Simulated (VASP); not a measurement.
# TaC in VASP: single point with PBE

Aim: the single point of TaC with PBE.

All numbers are computed with VASP 6.6.1; they aren't measurements. Logs are shortened: lines on timing, memory, paths and dates and some standing lists are left out, and cuts for length are marked.

## Step 1: The cell of the first run

The cell holds a slab with vacuum, 8 atoms: a = 3.164 Å, b = 3.164 Å, c = 24.043 Å, α = 90.00°, β = 90.00°, γ = 120.00°.

## Step 2: Single point, PBE

Contents of INCAR:

```
SYSTEM = TaC
PREC = Accurate
ENCUT = 520
EDIFF = 1E-7
ISMEAR = 0
SIGMA = 0.1
LREAL = .FALSE.
LASPH = .TRUE.
NELM = 60
ALGO = Normal
ISIF = 2
LWAVE = .FALSE.
LCHARG = .FALSE.
LDIPOL = .TRUE.
IDIPOL = 3
DIPOL = 0.5 0.5 0.500
GGA = PE
NBANDS = 40
```

Contents of KPOINTS:

```
regular mesh
0
G
  12 12 1
  0 0 0
```

Contents of POSCAR:

```
TaC
1.0
    3.1644852995      0.0000000000      0.0000000000
   -1.5822426497      2.7405246593      0.0000000000
    0.0000000000      0.0000000000     24.0432699960
C Ta
4 4
Direct
    0.3333333333      0.6666666667      0.3119376025
    0.0000000000      0.0000000000      0.4194018297
    0.6666666667      0.3333333333      0.5268660568
    0.3333333333      0.6666666667      0.6343302839
    0.6666666667      0.3333333333      0.3656697161
    0.3333333333      0.6666666667      0.4731339432
    0.0000000000      0.0000000000      0.5805981703
    0.6666666667      0.3333333333      0.6880623975
```

Potentials or basis: VASP PAW PBE potentials, release 64 (C, Ta_pv).

Started as:

```
$ cat potpaw_PBE.64/C/POTCAR potpaw_PBE.64/Ta_pv/POTCAR > POTCAR
$ mpirun -np 1 vasp_std > vasp.out
```

OUTCAR:

```text
SYSTEM = TaC
   PREC = Accurate
   ENCUT = 520
   EDIFF = 1E-7
   ISMEAR = 0
   LREAL = .FALSE.
   LASPH = .TRUE.
   NELM = 60
   ISIF = 2
   GGA = PE

 ion  position               nearest neighbor table
   1  0.333  0.667  0.312-   5 2.24   5 2.24   5 2.24
   2  0.000  0.000  0.419-   6 2.24   6 2.24   6 2.24   5 2.24   5 2.24   5 2.24
   3  0.667  0.333  0.527-   7 2.24   7 2.24   7 2.24   6 2.24   6 2.24   6 2.24
   4  0.333  0.667  0.634-   7 2.24   8 2.24   8 2.24   7 2.24   7 2.24   8 2.24
   5  0.667  0.333  0.366-   2 2.24   1 2.24   1 2.24   2 2.24   2 2.24   1 2.24   6 3.16   6 3.16
                             6 3.16
   6  0.333  0.667  0.473-   2 2.24   2 2.24   2 2.24   3 2.24   3 2.24   3 2.24   7 3.16   5 3.16
                             5 3.16   7 3.16   7 3.16   5 3.16
   7  0.000  0.000  0.581-   3 2.24   3 2.24   3 2.24   4 2.24   4 2.24   4 2.24   6 3.16   6 3.16
                             6 3.16   8 3.16   8 3.16   8 3.16
   8  0.667  0.333  0.688-   4 2.24   4 2.24   4 2.24   7 3.16   7 3.16   7 3.16

  LATTYP: Found a hexagonal cell.
 ALAT       =     3.1644852995
 C/A-ratio  =     7.5978453747

  Lattice vectors:

 A1 = (   3.1644852995,   0.0000000000,   0.0000000000)
 A2 = (  -1.5822426497,   2.7405246593,   0.0000000000)
 A3 = (   0.0000000000,   0.0000000000,  24.0432699960)

Analysis of symmetry for initial positions (statically):
=====================================================================
 Subroutine PRICEL returns:
 Original cell was already a primitive cell.

 Routine SETGRP: Setting up the symmetry group for a
 hexagonal supercell.

 Subroutine GETGRP returns: Found  6 space group operations
 (whereof  6 operations were pure point group operations)
 out of a pool of 24 trial point group operations.

The static configuration has the point symmetry C_3v.

Analysis of symmetry for dynamics (positions and initial velocities):
=====================================================================
 Subroutine PRICEL returns:
 Original cell was already a primitive cell.

 Routine SETGRP: Setting up the symmetry group for a
 hexagonal supercell.

 Subroutine GETGRP returns: Found  6 space group operations
 (whereof  6 operations were pure point group operations)
 out of a pool of 24 trial point group operations.

The dynamic configuration has the point symmetry C_3v.

 Subroutine INISYM returns: Found  6 space group operations
 (whereof  6 operations are pure point group operations),
 and found     1 'primitive' translations

----------------------------------------------------------------------------------------

                                     Primitive cell

  volume of cell :     208.5117

  direct lattice vectors                    reciprocal lattice vectors
     3.164485299  0.000000000  0.000000000     0.316007156  0.182446817  0.000000000
    -1.582242650  2.740524659  0.000000000     0.000000000  0.364893633  0.000000000
     0.000000000  0.000000000 24.043269996     0.000000000  0.000000000  0.041591680

  length of vectors
     3.164485299  3.164485300 24.043269996     0.364893633  0.364893633  0.041591680

  position of ions in fractional coordinates (direct lattice)
     0.333333333  0.666666667  0.311937603
     0.000000000  0.000000000  0.419401830
     0.666666667  0.333333333  0.526866057
     0.333333333  0.666666667  0.634330284
     0.666666667  0.333333333  0.365669716
     0.333333333  0.666666667  0.473133943
     0.000000000  0.000000000  0.580598170
     0.666666667  0.333333333  0.688062397

  ion indices of the primitive-cell ions
   primitive index   ion index
                 1           1
                 2           2
                 3           3
                 4           4
                 5           5
                 6           6
                 7           7
                 8           8

----------------------------------------------------------------------------------------

 KPOINTS: regular mesh

Automatic generation of k-mesh.
 Grid dimensions read from file:
 generate k-points for:   12   12    1

 Generating k-lattice:

  Cartesian coordinates                     Fractional coordinates (reciprocal lattice)
     0.026333930  0.015203901  0.000000000     0.083333333 -0.000000000  0.000000000
     0.000000000  0.030407803  0.000000000     0.000000000  0.083333333  0.000000000
     0.000000000  0.000000000  0.041591680     0.000000000  0.000000000  1.000000000

  Length of vectors
     0.030407803  0.030407803  0.041591680

  Shift w.r.t. Gamma in fractional coordinates (k-lattice)
     0.000000000  0.000000000  0.000000000

 Subroutine IBZKPT returns following result:
 ===========================================

 Found     19 irreducible k-points:

 Following reciprocal coordinates:
            Coordinates               Weight
  0.000000  0.000000  0.000000      1.000000
  0.083333  0.000000  0.000000      6.000000
  0.166667  0.000000  0.000000      6.000000
  0.250000  0.000000  0.000000      6.000000
  0.333333  0.000000  0.000000      6.000000
  0.416667  0.000000  0.000000      6.000000
[... 11 lines left out ...]
  0.333333  0.250000  0.000000     12.000000
  0.333333  0.333333  0.000000      2.000000
   k-points           NKPTS =     19   k-points in BZ     NKDIM =     19   number of bands    NBANDS=     40
   number of dos      NEDOS =    301   number of ions     NIONS =      8
   total plane-waves  NPLWV = 103680
   dimension x,y,z NGX =    24 NGY =   24 NGZ =  180
   dimension x,y,z NGXF=    48 NGYF=   48 NGZF=  360
   ions per type =               4   4
   NGX,Y,Z   is equivalent  to a cutoff of  12.61, 12.61, 12.45 a.u.
   NGXF,Y,Z  is equivalent  to a cutoff of  25.22, 25.22, 24.89 a.u.
 SYSTEM =  TaC
   PREC   = accura    normal or accurate (medium, high low for compatibility)
   ISTART =      0    job   : 0-new  1-cont  2-samecut
   ICHARG =      2    charge: 1-file 2-atom 10-const
   ISPIN  =      1    spin polarized calculation?
   LNONCOLLINEAR =      F non collinear calculations
   LSORBIT =      F    spin-orbit coupling
   LASPH  =      T    aspherical Exc in radial PAW
   ENCUT  =  520.0 eV  38.22 Ry    6.18 a.u.   5.88  5.88 44.70*2*pi/ulx,y,z
   NELM   =     60;   NELMIN=  2; NELMDL= -5     # of ELM steps
   EDIFF  = 0.1E-06   stopping-criterion for ELM
   LREAL  =      F    real-space projection
   EDIFFG = 0.1E-05   stopping-criterion for IOM
   NSW    =      0    number of steps for IOM
   IBRION =     -1    ionic relax: 0-MD 1-quasi-New 2-CG
   NFREE  =      0    steps in history (QN), initial steepest desc. (CG)
   ISIF   =      2    stress and relaxation
   ISYM   =      2    0-nonsym 1-usesym 2-fastsym
   POTIM  = 0.5000    time-step for ionic-motion
   TEBEG  =    0.0;   TEEND  =   0.0 temperature during run
   PSTRESS=    0.0 pullay stress
   NELECT =      60.0000    total number of electrons
   NUPDOWN=      -1.0000    fix difference up-down
   EMIN   =  10.00;   EMAX   =-10.00  energy-range for DOS
   EFERMI =   0.00;   METHOD = LEGACY
   ISMEAR =     0;   SIGMA  =   0.10  broadening in eV -4-tet -1-fermi 0-gaus
   EFERMI_NEDOS =   21; number of points for ismear=-14 and -15
   IALGO  =     38    algorithm
   IMIX   =      4    mixing-type and parameters
     AMIX     =   0.40;   BMIX     =  1.00
     AMIX_MAG =   1.60;   BMIX_MAG =  1.00
  volume/ion in A,a.u.               =      26.06       175.89
  Fermi-wavevector in a.u.,A,eV,Ry     =   1.080808  2.042431 15.893584  1.168146
  Thomas-Fermi vector in A             =   2.216808
   LORBIT       =      0    0 simple, 1 ext, 2 COOP (PROOUT), +10 PAW based schemes
   GGA     = PE    functional components
   LHFCALC =     F    Hartree Fock is set to
   AEXX    =    0.0000 exact exchange contribution
   IVDW    =     0    specifies the selected vdW correction
   LEPSILON=     F    determine dielectric tensor
   LRPA    =     F    only Hartree local field effects (RPA)
 non-spin polarized calculation
 Gauss-broadening in eV      SIGMA  =   0.10
  energy-cutoff  :      520.00
  volume of cell :      208.51
 maximum number of plane-waves:      5642
 NGX is ok and might be reduce to    24
   NGX = 11   NGY = 11   NGZ = 89

 dipolmoment           0.000000      0.000000      0.000591 electrons x Angstroem

 number of electron      59.9999998 magnetization

 dipolmoment           0.000000      0.000000     -0.089439 electrons x Angstroem

 Free energy of the ion-electron system (eV)
  ---------------------------------------------------
  ext. energy  EPLUGINS =         0.00000000
  ---------------------------------------------------
  free energy    TOTEN  =       -83.71899236 eV

  energy without entropy =      -83.69849515  energy(sigma->0) =      -83.70874375

 E-fermi :   0.1660     XC(G=0):  -6.5869

 val. band max:        0.1159748111   @ k =   0.0833   0.0000   0.0000
 cond. band min:       0.1732545302   @ k =   0.5000   0.0000   0.0000
 fundamental gap:      0.0572797191
 Fermi energy:         0.1659837037

 k-point     1 :       0.0000    0.0000    0.0000
  band No.  band energies     occupation
      1     -35.5041      2.00000
      2     -35.1942      2.00000
      3     -35.0445      2.00000
      4     -35.0445      2.00000
      5     -34.9428      2.00000
      6     -34.9428      2.00000
[... 32 lines left out ...]
     39       2.2592      0.00000
     40       2.4302      0.00000

 k-point     2 :       0.0833    0.0000    0.0000
  band No.  band energies     occupation
      1     -35.4928      2.00000
      2     -35.1965      2.00000
      3     -35.0764      2.00000
      4     -35.0535      2.00000
      5     -34.9789      2.00000
      6     -34.9501      2.00000
[... 720 lines left out ...]
     39       3.8601      0.00000
     40       4.2343      0.00000

 k-point    19 :       0.3333    0.3333    0.0000
  band No.  band energies     occupation
      1     -35.4330      2.00000
      2     -35.4328      2.00000
      3     -35.3774      2.00000
      4     -35.2928      2.00000
      5     -35.1791      2.00000
      6     -35.1311      2.00000
[... 32 lines left out ...]
     39       3.9736      0.00000
     40       4.1421      0.00000

------------------------ aborting loop because EDIFF is reached ----------------------------------------

 vacuum level on the upper side and lower side of the slab       (xc-potential included)        -0.993         0.833

  FORCE on cell =-STRESS in cart. coord.  units (eV):
  Direction    XX          YY          ZZ          XY          YZ          ZX
  --------------------------------------------------------------------------------------
  -------------------------------------------------------------------------------------
  Total       -3.9439454     -3.9439454     -5.9607277     -0.0000000      0.0000000     -0.0000000
  in kB      -30.3047810    -30.3047810    -45.8014822     -0.0000000      0.0000000     -0.0000000
  external PRESSURE =     -35.4703480 kB  Pullay stress =       0.0000000 kB

 VOLUME and BASIS-vectors are now :
 -----------------------------------------------------------------------------
  energy-cutoff  :      520.00
  volume of cell :      208.51
      direct lattice vectors                 reciprocal lattice vectors
     3.164485299  0.000000000  0.000000000     0.316007156  0.182446817  0.000000000
    -1.582242650  2.740524659  0.000000000     0.000000000  0.364893633  0.000000000
     0.000000000  0.000000000 24.043269996     0.000000000  0.000000000  0.041591680

 POSITION                                       TOTAL-FORCE (eV/Angst)
 -----------------------------------------------------------------------------------
     -0.00000      1.82702      7.50000         0.000000      0.000000      3.106648
      0.00000      0.00000     10.08379         0.000000     -0.000000      0.598838
      1.58224      0.91351     12.66758         0.000000     -0.000000      0.034884
     -0.00000      1.82702     15.25137         0.000000     -0.000000      1.325367
      1.58224      0.91351      8.79190        -0.000000     -0.000000     -3.491946
     -0.00000      1.82702     11.37569        -0.000000     -0.000000     -0.704123
      0.00000      0.00000     13.95948        -0.000000     -0.000000      1.091828
      1.58224      0.91351     16.54327        -0.000000      0.000000     -1.961497
 -----------------------------------------------------------------------------------
    total drift:                               -0.000000     -0.000000      0.000102

  FREE ENERGIE OF THE ION-ELECTRON SYSTEM (eV)
  ---------------------------------------------------
  free  energy   TOTEN  =       -83.7189923562 eV

  energy  without entropy=      -83.6984951491  energy(sigma->0) =      -83.70874375

 vacuum level on the upper side and lower side of the slab         4.839         6.719
```

Run time: 4.6 min. Hardware: 1 thread of Intel Xeon Platinum 8488C (Sapphire Rapids), shared host; peak memory 0.39 GiB.

What came out:

- Free energy: -83.7190 eV
- Largest force: 3.492 eV/Å
- Band gap on the k mesh: zero (band 30 reaches 0.25 eV, above the bottom of band 31 at 0.05 eV)

Forces in eV/Å, atoms in the order of the input:
```
C    0.000  0.000  3.107
C    0.000  0.000  0.599
C    0.000  0.000  0.035
C    0.000  0.000  1.325
Ta   0.000  0.000 -3.492
Ta   0.000  0.000 -0.704
Ta   0.000  0.000  1.092
Ta   0.000  0.000 -1.961
```

Caveat: spin-orbit coupling is left out, which moves the levels of the heavy elements.
